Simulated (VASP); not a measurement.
# ScS4 (P4cc) in VASP: relaxation of cell and atoms with PBE

Aim: the relaxation of cell and atoms of ScS4 with PBE.

Program: VASP 6.6.1. These are calculated values, not measurements. Logs are shortened: lines on timing, memory, paths and dates and some standing lists are left out, and cuts for length are marked.

## 1. The cell of the first run

The structure is tetragonal, space group P4cc (No. 103). The conventional cell has a = 5.860 Å, b = 5.860 Å, c = 6.126 Å, α = 90.00°, β = 90.00°, γ = 90.00°. Sc (site symmetry 4) has 8 S at 2.51 to 2.69 Å and 2 Sc at 3.06 Å within 3.3 Å. S (site symmetry 1) has 2 Sc at 2.51 to 2.69 Å and 9 S at 2.63 to 3.50 Å within 3.5 Å.

The cell was generated, and may not be a known phase.

## 2. Relaxation of cell and atoms, PBE

The input, INCAR:

```
PREC = Accurate
ENCUT = 600
EDIFF = 1E-6
ISMEAR = 0
SIGMA = 0.2
LREAL = False
LASPH = True
NELM = 80
ALGO = Normal
ISIF = 3
LWAVE = False
LCHARG = False
GGA = PE
IBRION = 2
NSW = 36
EDIFFG = -0.08
```

The input, KPOINTS:

```
regular mesh
0
Gamma
  3 3 3
```

The input, POSCAR:

```
ScS4
1.0
    5.8603858300      0.0000000000      0.0000000000
    0.0000000000      5.8603858300      0.0000000000
    0.0000000000      0.0000000000      6.1257856300
Sc S
2 8
Direct
    0.0000000000      0.0000000000      0.2245000000
    0.0000000000      0.0000000000      0.7245000000
    0.1439999900      0.3280000100      0.0000000000
    0.6719999900      0.1439999900      0.0000000000
    0.8560000100      0.6719999900      0.0000000000
    0.3280000100      0.8560000100      0.0000000000
    0.8560000100      0.3280000100      0.5000000000
    0.3280000100      0.1439999900      0.5000000000
    0.1439999900      0.6719999900      0.5000000000
    0.6719999900      0.8560000100      0.5000000000
```

Potentials or basis: VASP PAW PBE potentials, release 64 (Sc_sv, S).

The run is started by

```console
$ cat potpaw_PBE.64/Sc_sv/POTCAR potpaw_PBE.64/S/POTCAR > POTCAR
$ mpirun -np 1 vasp_std > vasp.out
```

OUTCAR:

```text
PREC = Accurate
   ENCUT = 600
   EDIFF = 1E-6
   ISMEAR = 0
   LREAL = False
   LASPH = True
   NELM = 80
   ISIF = 3
   GGA = PE
   IBRION = 2
   NSW = 36
   EDIFFG = -0.08

 ion  position               nearest neighbor table
   1  0.000  0.000  0.224-   3 2.51   4 2.51   5 2.51   6 2.51   7 2.69   8 2.69   9 2.69  10 2.69
                             2 3.06   2 3.06
   2  0.000  0.000  0.724-   7 2.51   8 2.51   9 2.51  10 2.51   3 2.69   4 2.69   5 2.69   6 2.69
                             1 3.06   1 3.06
   3  0.144  0.328  0.000-   1 2.51   5 2.63   2 2.69
   4  0.672  0.144  0.000-   1 2.51   6 2.63   2 2.69
   5  0.856  0.672  0.000-   1 2.51   3 2.63   2 2.69
   6  0.328  0.856  0.000-   1 2.51   4 2.63   2 2.69
   7  0.856  0.328  0.500-   2 2.51   9 2.63   1 2.69
   8  0.328  0.144  0.500-   2 2.51  10 2.63   1 2.69
   9  0.144  0.672  0.500-   2 2.51   7 2.63   1 2.69
  10  0.672  0.856  0.500-   2 2.51   8 2.63   1 2.69

  LATTYP: Found a simple tetragonal cell.
 ALAT       =     5.8603858300
 C/A-ratio  =     1.0452870865

  Lattice vectors:

 A1 = (   5.8603858300,   0.0000000000,   0.0000000000)
 A2 = (   0.0000000000,   5.8603858300,   0.0000000000)
 A3 = (   0.0000000000,   0.0000000000,   6.1257856300)

Analysis of symmetry for initial positions (statically):
=====================================================================
 Subroutine PRICEL returns:
 Original cell was already a primitive cell.

 Routine SETGRP: Setting up the symmetry group for a
 simple tetragonal supercell.

 Subroutine GETGRP returns: Found  8 space group operations
 (whereof  4 operations were pure point group operations)
 out of a pool of 16 trial point group operations.

The static configuration has the point symmetry     .
 The point group associated with its full space group is C_4v.

Analysis of symmetry for dynamics (positions and initial velocities):
=====================================================================
 Subroutine PRICEL returns:
 Original cell was already a primitive cell.

 Routine SETGRP: Setting up the symmetry group for a
 simple tetragonal supercell.

 Subroutine GETGRP returns: Found  8 space group operations
 (whereof  4 operations were pure point group operations)
 out of a pool of 16 trial point group operations.

The dynamic configuration has the point symmetry C_4v.
 The point group associated with its full space group is C_4v.

 Subroutine INISYM returns: Found  8 space group operations
[... 95 lines left out ...]
   LREAL  =      F    real-space projection
   EDIFFG = -.8E-01   stopping-criterion for IOM
   NSW    =     36    number of steps for IOM
   IBRION =      2    ionic relax: 0-MD 1-quasi-New 2-CG
   NFREE  =      1    steps in history (QN), initial steepest desc. (CG)
   ISIF   =      3    stress and relaxation
   ISYM   =      2    0-nonsym 1-usesym 2-fastsym
   POTIM  = 0.5000    time-step for ionic-motion
   TEBEG  =    0.0;   TEEND  =   0.0 temperature during run
   PSTRESS=    0.0 pullay stress
   NELECT =      70.0000    total number of electrons
   NUPDOWN=      -1.0000    fix difference up-down
   EMIN   =  10.00;   EMAX   =-10.00  energy-range for DOS
   EFERMI =   0.00;   METHOD = LEGACY
   ISMEAR =     0;   SIGMA  =   0.20  broadening in eV -4-tet -1-fermi 0-gaus
   EFERMI_NEDOS =   21; number of points for ismear=-14 and -15
   IALGO  =     38    algorithm
   IMIX   =      4    mixing-type and parameters
     AMIX     =   0.40;   BMIX     =  1.00
     AMIX_MAG =   1.60;   BMIX_MAG =  1.00
  volume/ion in A,a.u.               =      21.04       141.97
  Fermi-wavevector in a.u.,A,eV,Ry     =   1.134408  2.143721 17.509099  1.286882
  Thomas-Fermi vector in A             =   2.271112
   LORBIT       =      0    0 simple, 1 ext, 2 COOP (PROOUT), +10 PAW based schemes
   GGA     = PE    functional components
   LHFCALC =     F    Hartree Fock is set to
   AEXX    =    0.0000 exact exchange contribution
   IVDW    =     0    specifies the selected vdW correction
   LEPSILON=     F    determine dielectric tensor
   LRPA    =     F    only Hartree local field effects (RPA)
 conjugate gradient relaxation of ions
 non-spin polarized calculation
 Gauss-broadening in eV      SIGMA  =   0.20
  energy-cutoff  :      600.00
  volume of cell :      210.38
 maximum number of plane-waves:      7053
 NGX is ok and might be reduce to    48
   NGX = 23   NGY = 23   NGZ = 25

--------------------------------------- Ionic step        1  -------------------------------------------

 number of electron      70.0000002 magnetization

 Free energy of the ion-electron system (eV)
  ---------------------------------------------------
  ext. energy  EPLUGINS =         0.00000000
  ---------------------------------------------------
  free energy    TOTEN  =       -48.82572599 eV

  energy without entropy =      -48.71610395  energy(sigma->0) =      -48.77091497

------------------------ aborting loop because EDIFF is reached ----------------------------------------

  FORCE on cell =-STRESS in cart. coord.  units (eV):
  Direction    XX          YY          ZZ          XY          YZ          ZX
  --------------------------------------------------------------------------------------
  -------------------------------------------------------------------------------------
  Total       -9.7154238     -9.7154238     13.9003889      0.0000000      0.0000000      0.0000000
  in kB      -73.9874598    -73.9874598    105.8579111      0.0000000      0.0000000      0.0000000
  external PRESSURE =     -14.0390028 kB  Pullay stress =       0.0000000 kB
[... 113 lines left out ...]
  FREE ENERGIE OF THE ION-ELECTRON SYSTEM (eV)
  ---------------------------------------------------
  free  energy   TOTEN  =       -52.6599355341 eV

  energy  without entropy=      -52.5613264935  energy(sigma->0) =      -52.61063101

[... ionic steps 4 to 7 ...]

--------------------------------------- Ionic step        8  -------------------------------------------

 number of electron      70.0000004 magnetization

------------------------ aborting loop because EDIFF is reached ----------------------------------------
[... 83 lines left out ...]
--------------------------------------- Ionic step       10  -------------------------------------------

 number of electron      70.0000009 magnetization

 Free energy of the ion-electron system (eV)
  ---------------------------------------------------
  ext. energy  EPLUGINS =         0.00000000
  ---------------------------------------------------
  free energy    TOTEN  =       -52.97996100 eV

  energy without entropy =      -52.87853594  energy(sigma->0) =      -52.92924847

 E-fermi :   3.9251     XC(G=0):  -9.5955

 val. band max:        3.8082974205   @ k =   0.3333   0.3333   0.0000
 cond. band min:       3.9836771503   @ k =   0.3333   0.0000   0.3333
 fundamental gap:      0.1753797298
 Fermi energy:         3.9251126809

 k-point     1 :       0.0000    0.0000    0.0000
  band No.  band energies     occupation
      1     -45.2684      2.00000
      2     -45.2575      2.00000
      3     -24.0080      2.00000
      4     -23.8777      2.00000
      5     -23.8777      2.00000
      6     -23.8573      2.00000
[... 296 lines left out ...]
  FREE ENERGIE OF THE ION-ELECTRON SYSTEM (eV)
  ---------------------------------------------------
  free  energy   TOTEN  =       -52.9799609979 eV

  energy  without entropy=      -52.8785359420  energy(sigma->0) =      -52.92924847

 reached required accuracy - stopping structural energy minimisation
```

OSZICAR:

```text
N       E                     dE             d eps       ncg     rms          rms(c)
DAV:   1     0.990813619055E+03    0.99081E+03   -0.32449E+04   504   0.172E+03
DAV:   2     0.120690617039E+03   -0.87012E+03   -0.85800E+03   512   0.512E+02
DAV:   3    -0.379549785732E+02   -0.15865E+03   -0.15529E+03   830   0.199E+02
[... 107 lines left out ...]
DAV:   4    -0.529799563783E+02    0.94584E-03   -0.21105E-03   784   0.286E-01    0.567E-02
DAV:   5    -0.529799582492E+02   -0.18709E-05   -0.21773E-04   792   0.941E-02    0.403E-02
DAV:   6    -0.529799598612E+02   -0.16120E-05   -0.13406E-05   728   0.250E-02    0.197E-02
DAV:   7    -0.529799609217E+02   -0.10605E-05   -0.41117E-06   528   0.132E-02    0.235E-03
DAV:   8    -0.529799609979E+02   -0.76260E-07   -0.46934E-07   408   0.742E-03
  10 F= -.52979961E+02 E0= -.52929248E+02  d E =-.133921E-01
```

CONTCAR:

```text
ScS4
   1.00000000000000
     5.4655811703595036    0.0000000000000000    0.0000000000000000
    -0.0000000000000000    5.4655811703595036   -0.0000000000000000
     0.0000000000000000    0.0000000000000000    6.8978248684147392
  Sc              S
     2     8
Direct
     0.0000000000000000    0.0000000000000000    0.2450871146440454
     0.0000000000000000    0.0000000000000000    0.7450871146440455
     0.1292118748042130    0.3608019884696315    0.9948532213389883
     0.6391980115303685    0.1292118748042130    0.9948532213389883
     0.8707881251957870    0.6391980115303685    0.9948532213389883
     0.3608019884696315    0.8707881251957870    0.9948532213389883
     0.8707881251957870    0.3608019884696315    0.4948532213389883
     0.3608019884696315    0.1292118748042130    0.4948532213389883
     0.1292118748042130    0.6391980115303685    0.4948532213389883
     0.6391980115303685    0.8707881251957870    0.4948532213389883

  0.00000000E+00  0.00000000E+00  0.00000000E+00
  0.00000000E+00  0.00000000E+00  0.00000000E+00
  0.00000000E+00  0.00000000E+00  0.00000000E+00
  0.00000000E+00  0.00000000E+00  0.00000000E+00
  0.00000000E+00  0.00000000E+00  0.00000000E+00
  0.00000000E+00  0.00000000E+00  0.00000000E+00
  0.00000000E+00  0.00000000E+00  0.00000000E+00
  0.00000000E+00  0.00000000E+00  0.00000000E+00
  0.00000000E+00  0.00000000E+00  0.00000000E+00
  0.00000000E+00  0.00000000E+00  0.00000000E+00
```

Run time: 7.8 min. Hardware: 1 thread of Intel Xeon Platinum 8259CL at 2.50GHz (Skylake/Cascade Lake), shared host; peak memory 0.36 GiB.

What came out:

```yaml
Free_energy: -52.9800 eV
Relaxed_volume: 20.61 Å³/atom
Relaxed_cell: a = 5.466 Å, b = 5.466 Å, c = 6.898 Å, α = 90.00°, β = 90.00°, γ = 90.00°
Space_group_after_relaxing_to_0.1_Å: P4/mcc (No. 124)
Energy_gained_by_relaxing: 415.4 meV/atom
Ionic_steps: 10
Pressure_after_relaxing: -0.4 GPa
Largest_force_after_relaxing: 0.010 eV/Å
Band_gap_on_the_k_mesh: zero (bands 35 and 36 overlap by 1.04 eV)
```

Forces in eV/Å, atoms in the order of the input:
```
Sc   0.000  0.000 -0.009
Sc   0.000  0.000 -0.009
S    0.007 -0.007  0.002
S    0.007  0.007  0.002
S   -0.007  0.007  0.002
S   -0.007 -0.007  0.002
S   -0.007 -0.007  0.002
S   -0.007  0.007  0.002
S    0.007  0.007  0.002
S    0.007 -0.007  0.002
```

Step by step:
```tsv
step	energy change (eV)	largest force (eV/Å)	pressure (GPa)	volume (Å³)
1	0.0000	1.5779	-1.40	210.38
2	-2.7404	1.4164	-0.75	203.94
3	-3.8342	0.6711	4.29	196.19
4	-3.8440	0.7271	3.67	196.84
5	-4.0733	0.1425	-1.45	211.47
6	-4.0842	0.2292	-0.68	208.73
7	-4.1298	0.0833	-0.14	207.02
8	-4.1408	0.1893	0.32	205.74
9	-4.1496	0.0930	-0.77	206.23
10	-4.1542	0.0101	-0.37	206.06
```

Final structure:
```xyz
10
Lattice="5.4656 0.0000 0.0000 0.0000 5.4656 0.0000 0.0000 0.0000 6.8978" Properties=species:S:1:pos:R:3 pbc="T T T"
Sc    0.0000    0.0000    1.6906
Sc    0.0000    0.0000    5.1395
S     0.7062    1.9720    6.8623
S     3.4936    0.7062    6.8623
S     4.7594    3.4936    6.8623
S     1.9720    4.7594    6.8623
S     4.7594    1.9720    3.4134
S     1.9720    0.7062    3.4134
S     0.7062    3.4936    3.4134
S     3.4936    4.7594    3.4134
```

The gap in the log of VASP goes by the Fermi energy; the results here count the filled bands.